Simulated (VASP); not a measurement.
Input of a VASP 6.6.1 run:

INCAR

```
SYSTEM = In
PREC     = Accurate       ! precision mode
ENCUT    = 520            ! plane-wave cutoff, eV
EDIFF    = 1E-6           ! SCF threshold, eV
ISMEAR   = 0              ! smearing method
SIGMA    = 0.15           ! smearing width, eV
LREAL    = .FALSE.        ! projectors in reciprocal space
LASPH    = .TRUE.         ! aspherical terms in the spheres
NELM     = 100            ! most SCF steps
ALGO     = Fast           ! electronic algorithm
ISIF     = 2              ! what is computed and relaxed
LWAVE    = .FALSE.        ! write WAVECAR
LCHARG   = .FALSE.        ! write CHGCAR
GGA      = PE             ! functional
NBANDS   = 12             ! bands
```

File KPOINTS:

```
Automatic mesh
0
G
  18 18 18
  0 0 0
```

Contents of POSCAR:

```
In
1.0
   -1.6951069690      1.6951069690      2.3920932114
    1.6951069690     -1.6951069690      2.3920932114
    1.6951069690      1.6951069690     -2.3920932114
In
1
Direct
    0.0000000000      0.0000000000      0.0000000000
```

Potentials or basis: VASP PAW PBE potentials, release 64 (In_d).

Launch:

```console
$ cat potpaw_PBE.64/In_d/POTCAR > POTCAR
$ mpirun -np 1 vasp_std > vasp.out
```

Task: Predict the band gap on the k mesh.

Result: Zero (an odd number of electrons rules out a gap without spin polarisation).

Task: What does it give for the pressure?

Result: 0.0 GPa.

Caveat: spin-orbit coupling is left out, which moves the levels of the heavy elements.
